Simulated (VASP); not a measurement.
Write the native input for VASP 6.6.1 that does the following.

* Task: relaxation of cell and atoms
* Functional: r2SCAN
* Potentials or basis: VASP PAW PBE potentials, release 64 (Ga_d)
* Cutoff: 600 eV
* k mesh: 21 × 21 × 21
* Occupations: gaussian, width 0.1 eV
* Spin: no spin polarisation
* Dipole correction: no
* Further INCAR settings: ALGO = Normal; EDIFF = 1e-07; IBRION = 2; EDIFFG = -0.01; NSW = 100; ISIF = 3

Ga:

```
CELL_PARAMETERS angstrom
2.01503 1.16338 1.35185
-2.01503 1.16338 1.35185
0.00000 -2.32675 1.35185
ATOMIC_POSITIONS crystal
Ga 0.50000 0.50000 0.50000
```

The input as run:

POSCAR

```
Ga
1.0
    2.0150252550      1.1633753734      1.3518481154
   -2.0150252550      1.1633753734      1.3518481154
    0.0000000000     -2.3267507468      1.3518481154
Ga
1
Direct
    0.5000000000      0.5000000000      0.5000000000
```

INCAR.step1

```
PREC = Accurate
ENCUT = 600
ISMEAR = 0
SIGMA = 0.1
LREAL = F
LASPH = T
NELM = 80
GGA = PE
ALGO = Normal
EDIFF = 1E-4
LWAVE = T
LCHARG = F
```

INCAR.step2

```
PREC = Accurate
ENCUT = 600
EDIFF = 1E-7
ISMEAR = 0
SIGMA = 0.1
LREAL = F
LASPH = T
NELM = 80
ALGO = Normal
ISIF = 3
LWAVE = F
LCHARG = F
METAGGA = R2SCAN
LMIXTAU = T
IBRION = 2
NSW = 100
EDIFFG = -0.01
ISTART = 1
```

KPOINTS

```
regular mesh
0
Gamma
  21 21 21
```

Potentials or basis: VASP PAW PBE potentials, release 64 (Ga_d).

Command:

```console
$ cat potpaw_PBE.64/Ga_d/POTCAR > POTCAR
$ cp INCAR.step1 INCAR
$ mpirun -np 1 vasp_std > vasp.out
$ cp INCAR.step2 INCAR
$ mpirun -np 1 vasp_std > vasp.out
```

Results of the run:

```yaml
Relaxed_volume: 18.99 Å³/atom
Relaxed_cell: a = 2.694 Å, b = 2.694 Å, c = 2.694 Å, α = 97.54°, β = 97.54°, γ = 97.54°
Space_group_after_relaxing_to_0.1_Å: R-3m (No. 166)
Energy_gained_by_relaxing: 0.7 meV/atom
Ionic_steps: 5
Pressure_after_relaxing: 0.0 GPa
Band_gap_on_the_k_mesh: zero (an odd number of electrons rules out a gap without spin polarisation)
```

Caveat: the PAW data sets were made with another functional, which shifts forces and pressure a little.

It took 63 min on 1 thread of Oxide Virtual Turin-like Processor, on a shared host, peak memory 0.31 GiB.
